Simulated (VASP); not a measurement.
# Fe2O3 (R-3c) in VASP: relaxation of shape and atoms at fixed volume with PBE+U

Aim: the relaxation of shape and atoms at fixed volume of Fe2O3 with PBE+U.

All numbers are computed with VASP 6.6.1; they aren't measurements. Logs are shortened: lines on timing, memory, paths and dates and some standing lists are left out, and cuts for length are marked.

### 1 The cell of the first run

Symmetry: R-3c, No. 167, trigonal system. The conventional cell has a = 5.168 Å, b = 5.168 Å, c = 13.943 Å, α = 90.00°, β = 90.00°, γ = 120.00°. Fe (site symmetry 3) has 6 O at 2.00 to 2.15 Å within 2.6 Å. O (site symmetry 2) has 4 Fe at 2.00 to 2.15 Å within 2.6 Å.

### 2 Relaxation of shape and atoms at fixed volume, PBE+U, collinear spin, ferromagnetic start

The input, INCAR:

```
PREC = Accurate
ENCUT = 600
EDIFF = 1E-7
ISMEAR = 0
SIGMA = 0.05
LREAL = False
LASPH = True
NELM = 200
ALGO = Normal
ISIF = 4
LWAVE = False
LCHARG = False
ISPIN = 2
MAGMOM = 4.35 4.35 4.35 4.35 0 0 0 0 0 0
LORBIT = 11
LMAXMIX = 4
LDAU = True
LDAUTYPE = 2
LDAUL = 2 -1
LDAUU = 4 0
LDAUJ = 0 0
LDAUPRINT = 1
GGA = PE
IBRION = 2
NSW = 60
EDIFFG = -0.01
GGA_COMPAT = False
NELMIN = 4
```

The input, KPOINTS:

```
regular mesh
0
Gamma
  4 4 4
```

The input, POSCAR:

```
Fe2O3
1.0
    2.5842317931      1.4920069214      4.6476369981
   -2.5842317931      1.4920069214      4.6476369981
    0.0000000000     -2.9840138428      4.6476369981
Fe O
4 6
Direct
    0.3549503720      0.3549503720      0.3549503720
    0.1450496280      0.1450496280      0.1450496280
    0.6450496280      0.6450496280      0.6450496280
    0.8549503720      0.8549503720      0.8549503720
    0.5536548590      0.9463451410      0.2500000000
    0.2500000000      0.5536548590      0.9463451410
    0.9463451410      0.2500000000      0.5536548590
    0.4463451410      0.0536548590      0.7500000000
    0.7500000000      0.4463451410      0.0536548590
    0.0536548590      0.7500000000      0.4463451410
```

Potentials or basis: VASP PAW PBE potentials, release 64 (Fe, O).

The run is started by

```console
> cat potpaw_PBE.64/Fe/POTCAR potpaw_PBE.64/O/POTCAR > POTCAR
> mpirun -np 1 vasp_std > vasp.out
```

OUTCAR:

```text
PREC = Accurate
   ENCUT = 600
   EDIFF = 1E-7
   ISMEAR = 0
   LREAL = False
   LASPH = True
   NELM = 200
   ISIF = 4
   ISPIN = 2
   LORBIT = 11
   GGA = PE
   IBRION = 2
   NSW = 60
   EDIFFG = -0.01
   NELMIN = 4

 ion  position               nearest neighbor table
   1  0.355  0.355  0.355-  10 2.00   8 2.00   9 2.00   5 2.15   7 2.15   6 2.15   2 2.93   3 3.04
                             3 3.04   3 3.04
   2  0.145  0.145  0.145-   9 2.00   8 2.00  10 2.00   5 2.15   7 2.15   6 2.15   1 2.93   4 3.04
                             4 3.04   4 3.04
   3  0.645  0.645  0.645-   7 2.00   5 2.00   6 2.00   8 2.15   9 2.15  10 2.15   4 2.93   1 3.04
                             1 3.04   1 3.04
   4  0.855  0.855  0.855-   6 2.00   5 2.00   7 2.00   8 2.15   9 2.15  10 2.15   3 2.93   2 3.04
                             2 3.04   2 3.04
   5  0.554  0.946  0.250-   3 2.00   4 2.00   1 2.15   2 2.15
   6  0.250  0.554  0.946-   4 2.00   3 2.00   1 2.15   2 2.15
   7  0.946  0.250  0.554-   3 2.00   4 2.00   1 2.15   2 2.15
   8  0.446  0.054  0.750-   1 2.00   2 2.00   3 2.15   4 2.15
   9  0.750  0.446  0.054-   2 2.00   1 2.00   3 2.15   4 2.15
  10  0.054  0.750  0.446-   1 2.00   2 2.00   3 2.15   4 2.15

  LATTYP: Found a trigonal (rhomboedric) cell.
 ALAT       =     5.5231212444
 COS(alpha) =     0.5621515950

  Lattice vectors:

 A1 = (   2.5842317931,   1.4920069214,   4.6476369981)
 A2 = (  -2.5842317931,   1.4920069214,   4.6476369981)
 A3 = (   0.0000000000,  -2.9840138428,   4.6476369981)

Analysis of symmetry for initial positions (statically):
=====================================================================
 Subroutine PRICEL returns:
 Original cell was already a primitive cell.

 Routine SETGRP: Setting up the symmetry group for a
 trigonal (rhombohedral) supercell.

 Subroutine GETGRP returns: Found 12 space group operations
 (whereof  6 operations were pure point group operations)
 out of a pool of 12 trial point group operations.

The static configuration has the point symmetry S_6 .
 The point group associated with its full space group is D_3d.

Analysis of symmetry for dynamics (positions and initial velocities):
=====================================================================
 Subroutine PRICEL returns:
 Original cell was already a primitive cell.

 Routine SETGRP: Setting up the symmetry group for a
 trigonal (rhombohedral) supercell.

 Subroutine GETGRP returns: Found 12 space group operations
 (whereof  6 operations were pure point group operations)
 out of a pool of 12 trial point group operations.

The dynamic configuration has the point symmetry S_6 .
 The point group associated with its full space group is D_3d.

Analysis of structural, dynamic, and magnetic symmetry:
=====================================================================
 Subroutine PRICEL returns:
 Original cell was already a primitive cell.

 Routine SETGRP: Setting up the symmetry group for a
 trigonal (rhombohedral) supercell.

 Subroutine GETGRP returns: Found 12 space group operations
 (whereof  6 operations were pure point group operations)
 out of a pool of 12 trial point group operations.

The overall configuration has the point symmetry S_6 .
 The point group associated with its full space group is D_3d.

 Subroutine INISYM returns: Found 12 space group operations
 (whereof  6 operations are pure point group operations),
 and found     1 'primitive' translations

----------------------------------------------------------------------------------------

                                     Primitive cell

  volume of cell :     107.5191

  direct lattice vectors                    reciprocal lattice vectors
     2.584231793  1.492006921  4.647636998     0.193481096  0.111706363  0.071721034
    -2.584231793  1.492006921  4.647636998    -0.193481096  0.111706363  0.071721034
     0.000000000 -2.984013843  4.647636998     0.000000000 -0.223412726  0.071721034

[... 78 lines left out ...]
   PREC   = accura    normal or accurate (medium, high low for compatibility)
   ISTART =      0    job   : 0-new  1-cont  2-samecut
   ICHARG =      2    charge: 1-file 2-atom 10-const
   ISPIN  =      2    spin polarized calculation?
   LNONCOLLINEAR =      F non collinear calculations
   LSORBIT =      F    spin-orbit coupling
   LASPH  =      T    aspherical Exc in radial PAW
   ENCUT  =  600.0 eV  44.10 Ry    6.64 a.u.  11.03 11.03 11.03*2*pi/ulx,y,z
   NELM   =    200;   NELMIN=  4; NELMDL= -5     # of ELM steps
   EDIFF  = 0.1E-06   stopping-criterion for ELM
   LREAL  =      F    real-space projection
   EDIFFG = -.1E-01   stopping-criterion for IOM
   NSW    =     60    number of steps for IOM
   IBRION =      2    ionic relax: 0-MD 1-quasi-New 2-CG
   NFREE  =      1    steps in history (QN), initial steepest desc. (CG)
   ISIF   =      4    stress and relaxation
   ISYM   =      2    0-nonsym 1-usesym 2-fastsym
   POTIM  = 0.5000    time-step for ionic-motion
   TEBEG  =    0.0;   TEEND  =   0.0 temperature during run
   PSTRESS=    0.0 pullay stress
   NELECT =      68.0000    total number of electrons
   NUPDOWN=      -1.0000    fix difference up-down
   EMIN   =  10.00;   EMAX   =-10.00  energy-range for DOS
   EFERMI =   0.00;   METHOD = LEGACY
   ISMEAR =     0;   SIGMA  =   0.05  broadening in eV -4-tet -1-fermi 0-gaus
   EFERMI_NEDOS =   21; number of points for ismear=-14 and -15
   IALGO  =     38    algorithm
   IMIX   =      4    mixing-type and parameters
     AMIX     =   0.40;   BMIX     =  1.00
     AMIX_MAG =   1.60;   BMIX_MAG =  1.00
  volume/ion in A,a.u.               =      10.75        72.56
  Fermi-wavevector in a.u.,A,eV,Ry     =   1.405236  2.655511 26.867258  1.974688
  Thomas-Fermi vector in A             =   2.527717
   LORBIT       =     11    0 simple, 1 ext, 2 COOP (PROOUT), +10 PAW based schemes
 LDA+U is selected, type is set to LDAUTYPE =  2
   angular momentum for each species LDAUL =     2   -1
   U (eV)           for each species LDAUU =   4.0  0.0
   J (eV)           for each species LDAUJ =   0.0  0.0
   GGA     = PE    functional components
   LHFCALC =     F    Hartree Fock is set to
   AEXX    =    0.0000 exact exchange contribution
   IVDW    =     0    specifies the selected vdW correction
   LEPSILON=     F    determine dielectric tensor
   LRPA    =     F    only Hartree local field effects (RPA)
 conjugate gradient relaxation of ions
 spin polarized calculation
 Gauss-broadening in eV      SIGMA  =   0.05
  energy-cutoff  :      600.00
  volume of cell :      107.52
 maximum number of plane-waves:      3602
 NGX is ok and might be reduce to    48
   NGX = 23   NGY = 23   NGZ = 23

--------------------------------------- Ionic step        1  -------------------------------------------

 number of electron      67.9999998 magnetization      20.0000044

 Free energy of the ion-electron system (eV)
  ---------------------------------------------------
  ext. energy  EPLUGINS =         0.00000000
  ---------------------------------------------------
  free energy    TOTEN  =       -67.53583324 eV

  energy without entropy =      -67.53583324  energy(sigma->0) =      -67.53583324

------------------------ aborting loop because EDIFF is reached ----------------------------------------

  FORCE on cell =-STRESS in cart. coord.  units (eV):
  Direction    XX          YY          ZZ          XY          YZ          ZX
  --------------------------------------------------------------------------------------
  -------------------------------------------------------------------------------------
  Total       -2.9285784     -2.9285784     -2.5511972      0.0000000      0.0000000      0.0000000
  in kB      -43.6396926    -43.6396926    -38.0162130      0.0000000      0.0000000      0.0000000
  external PRESSURE =     -41.7651994 kB  Pullay stress =       0.0000000 kB
[... 251 lines left out ...]
--------------------------------------- Ionic step        4  -------------------------------------------

 number of electron      67.9999992 magnetization      19.9999992

 Free energy of the ion-electron system (eV)
  ---------------------------------------------------
  ext. energy  EPLUGINS =         0.00000000
  ---------------------------------------------------
  free energy    TOTEN  =       -67.54243030 eV

  energy without entropy =      -67.54243030  energy(sigma->0) =      -67.54243030

 E-fermi :   3.3447     XC(G=0): -11.2408

 val. band max:        3.1378743387   @ k =   0.0000   0.0000   0.0000
 cond. band min:       4.3162587388   @ k =  -0.2500   0.2500   0.0000
 fundamental gap:      1.1783844001
 Fermi energy:         3.3447086983

 spin component 1

 k-point     1 :       0.0000    0.0000    0.0000
  band No.  band energies     occupation
      1     -15.5332      1.00000
      2     -14.2139      1.00000
      3     -14.2139      1.00000
      4     -14.1474      1.00000
      5     -14.1148      1.00000
      6     -14.1148      1.00000
[... 626 lines left out ...]
     45       9.7227      0.00000
     46       9.7227      0.00000
 Fermi energy:         3.3447086983

 spin component 2

 k-point     1 :       0.0000    0.0000    0.0000
  band No.  band energies     occupation
      1     -14.8559      1.00000
      2     -13.4170      1.00000
      3     -13.3173      1.00000
      4     -13.3173      1.00000
      5     -13.2783      1.00000
      6     -13.2783      1.00000
[... 626 lines left out ...]
     45      10.7064      0.00000
     46      10.7064      0.00000
 [bands above 46 left out]

------------------------ aborting loop because EDIFF is reached ----------------------------------------

  FORCE on cell =-STRESS in cart. coord.  units (eV):
  Direction    XX          YY          ZZ          XY          YZ          ZX
  --------------------------------------------------------------------------------------
  -------------------------------------------------------------------------------------
  Total       -2.7376750     -2.7376750     -2.7241661      0.0000000      0.0000000      0.0000000
  in kB      -40.7949800    -40.7949800    -40.5936784      0.0000000      0.0000000      0.0000000
  external PRESSURE =     -40.7278795 kB  Pullay stress =       0.0000000 kB
[... 25 lines left out ...]
  FREE ENERGIE OF THE ION-ELECTRON SYSTEM (eV)
  ---------------------------------------------------
  free  energy   TOTEN  =       -67.5424302985 eV

  energy  without entropy=      -67.5424302985  energy(sigma->0) =      -67.54243030

 reached required accuracy - stopping structural energy minimisation

 total charge

# of ion       s       p       d       tot
------------------------------------------
    1        0.361   0.495   5.751   6.606
    2        0.361   0.495   5.751   6.606
    3        0.361   0.495   5.751   6.606
    4        0.361   0.495   5.751   6.606
    5        1.555   3.459   0.000   5.014
    6        1.555   3.459   0.000   5.014
    7        1.555   3.459   0.000   5.014
    8        1.555   3.459   0.000   5.014
    9        1.555   3.459   0.000   5.014
   10        1.555   3.459   0.000   5.014
--------------------------------------------------
tot         10.771  22.732  23.003  56.506

 magnetization (x)

# of ion       s       p       d       tot
------------------------------------------
    1        0.026   0.039   4.259   4.324
    2        0.026   0.039   4.259   4.324
    3        0.026   0.039   4.259   4.324
    4        0.026   0.039   4.259   4.324
    5        0.021   0.351   0.000   0.372
    6        0.021   0.351   0.000   0.372
    7        0.021   0.351   0.000   0.372
    8        0.021   0.351   0.000   0.372
    9        0.021   0.351   0.000   0.372
   10        0.021   0.351   0.000   0.372
--------------------------------------------------
tot          0.231   2.264  17.036  19.530
```

Run time: 20 min. Hardware: 1 thread of Oxide Virtual Turin-like, shared host; peak memory 0.43 GiB.

What came out:

- Free energy: -67.5424 eV
- Energy gained by relaxing: 0.7 meV/atom
- Ionic steps: 4
- Pressure after relaxing: -4.1 GPa
- Band gap on the k mesh: 1.18 eV (least direct gap 1.37 eV)
- Net moment: 20.00 μB per cell
- Site moments: Fe +4.32; O +0.37 μB
- Valence electrons inside the program's atomic spheres: Fe 6.61; O 5.01

Forces in eV/Å, atoms in the order of the input:
```
Fe   0.000  0.000  0.002
Fe   0.000  0.000 -0.002
Fe   0.000  0.000 -0.002
Fe   0.000  0.000  0.002
O    0.002  0.000  0.000
O   -0.001  0.002  0.000
O   -0.001 -0.002  0.000
O   -0.002  0.000  0.000
O    0.001 -0.002  0.000
O    0.001  0.002  0.000
```

The path:
```
step  energy change (eV)  largest force (eV/Å)  pressure (GPa)  volume (Å³)
   1              0.0000                0.1430           -4.18       107.52
   2             -0.0038                0.0886           -4.15       107.52
   3             -0.0065                0.0120           -4.09       107.52
   4             -0.0066                0.0021           -4.07       107.52
```

Final structure:
```yaml
crystal:
  lattice:
    - [2.57868, 1.48880, 4.66766]
    - [-2.57868, 1.48880, 4.66766]
    - [0.00000, -2.97761, 4.66766]
  atoms:
    - { symbol: Fe, position: [0.35358, 0.35358, 0.35358] }
    - { symbol: Fe, position: [0.14642, 0.14642, 0.14642] }
    - { symbol: Fe, position: [0.64642, 0.64642, 0.64642] }
    - { symbol: Fe, position: [0.85358, 0.85358, 0.85358] }
    - { symbol: O, position: [0.55450, 0.94550, 0.25000] }
    - { symbol: O, position: [0.25000, 0.55450, 0.94550] }
    - { symbol: O, position: [0.94550, 0.25000, 0.55450] }
    - { symbol: O, position: [0.44550, 0.05450, 0.75000] }
    - { symbol: O, position: [0.75000, 0.44550, 0.05450] }
    - { symbol: O, position: [0.05450, 0.75000, 0.44550] }
```

Levels at points of the mesh, in eV from the valence-band top:
Spin up:
| k point | band 42 | band 43 | band 44 | band 45 | band 46 | band 47 |
| --- | --- | --- | --- | --- | --- | --- |
| (0.00, 0.00, 0.00) | -0.42 | 0.00 | 0.00 | 3.97 | 7.96 | 9.99 |
| (0.50, 0.00, 0.00) | -0.83 | -0.31 | -0.31 | 7.22 | 7.22 | 8.72 |
| (0.50, 0.50, 0.00) | -0.29 | -0.19 | -0.16 | 7.74 | 7.75 | 9.01 |
| (0.50, 0.50, 0.50) | -0.33 | -0.33 | -0.33 | 6.58 | 6.58 | 10.51 |
Spin down:
```
           k point  band 20  band 21  band 22  band 23  band 24  band 25  band 26  band 27  band 28  band 29
(0.00, 0.00, 0.00)    -1.71    -1.71    -0.88    -0.88    -0.73     1.42     1.42     1.43     1.72     1.72
(0.50, 0.00, 0.00)    -2.09    -1.76    -1.76    -0.91    -0.91     1.32     1.32     1.74     1.74     2.03
(0.50, 0.50, 0.00)    -1.73    -1.70    -1.66    -1.45    -1.01     1.33     1.35     1.44     1.49     1.80
(0.50, 0.50, 0.50)    -1.90    -1.44    -1.44    -1.44    -1.44     1.66     1.66     1.66     1.66     1.99
```

Eigenvalues of the final occupation matrices:
```
    site  spin  trace               eigenvalues
site 1 d     1   5.02  0.98 0.98 0.98 1.04 1.04
site 1 d     2   0.75  0.06 0.06 0.08 0.27 0.27
site 2 d     1   5.02  0.98 0.98 0.98 1.04 1.04
site 2 d     2   0.75  0.06 0.06 0.08 0.27 0.27
site 3 d     1   5.02  0.98 0.98 0.98 1.04 1.04
site 3 d     2   0.75  0.06 0.06 0.08 0.27 0.27
site 4 d     1   5.02  0.98 0.98 0.98 1.04 1.04
site 4 d     2   0.75  0.06 0.06 0.08 0.27 0.27
```

Caveat: the run started ferromagnetic, and an antiferromagnetic order may lie lower in energy. A k mesh can miss the band edges.
